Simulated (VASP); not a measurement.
Here is a VASP 6.6.1 calculation.

The input POSCAR:

```
HfO2
1.0
    0.0000000000      2.5293941600      2.5293941600
    2.5293941600      0.0000000000      2.5293941600
    2.5293941600      2.5293941600      0.0000000000
Hf O
1 2
Direct
    0.0000000000      0.0000000000      0.0000000000
    0.2500000000      0.2500000000      0.2500000000
    0.7500000000      0.7500000000      0.7500000000
```

Contents of INCAR.step1:

```
PREC = Accurate
ENCUT = 520
ISMEAR = -1
SIGMA = 0.02
LREAL = F
LASPH = T
NELM = 150
LNONCOLLINEAR = T
MAGMOM = 0 0 0 0 0 0 0 0 0
LSORBIT = T
GGA_COMPAT = F
LMAXMIX = 4
NBANDS = 35
GGA = PE
ALGO = Normal
EDIFF = 1E-4
LWAVE = T
LCHARG = F
```

INCAR.step2

```
PREC = Accurate
ENCUT = 520
EDIFF = 1E-7
ISMEAR = -1
SIGMA = 0.02
LREAL = F
LASPH = T
NELM = 150
ALGO = Normal
ISIF = 2
LWAVE = F
LCHARG = F
LNONCOLLINEAR = T
MAGMOM = 0 0 0 0 0 0 0 0 0
LORBIT = 11
LSORBIT = T
GGA_COMPAT = F
LORBMOM = T
LMAXMIX = 4
METAGGA = R2SCAN
LMIXTAU = T
NBANDS = 35
ISTART = 1
```

File KPOINTS:

```
Automatic mesh
0
Gamma
  10 10 10
```

Potentials or basis: VASP PAW PBE potentials, release 64 (Hf_pv, O).

Run with:

```bash
$ cat potpaw_PBE.64/Hf_pv/POTCAR potpaw_PBE.64/O/POTCAR > POTCAR
$ cp INCAR.step1 INCAR
$ mpirun -np 1 vasp_ncl > vasp.out
$ cp INCAR.step2 INCAR
$ mpirun -np 1 vasp_ncl > vasp.out
```

Q: Estimate the pressure.

A: -3.9 GPa.

Q: Estimate the net moment.

A: 0.00 μB per cell.

Moments on the atoms (μB; x, y, z):
```
Hf  0.00 0.00 0.00
O   0.00 0.00 0.00
O   0.00 0.00 0.00
```

Caveat: the PAW data sets were made with another functional, which shifts forces and pressure a little.
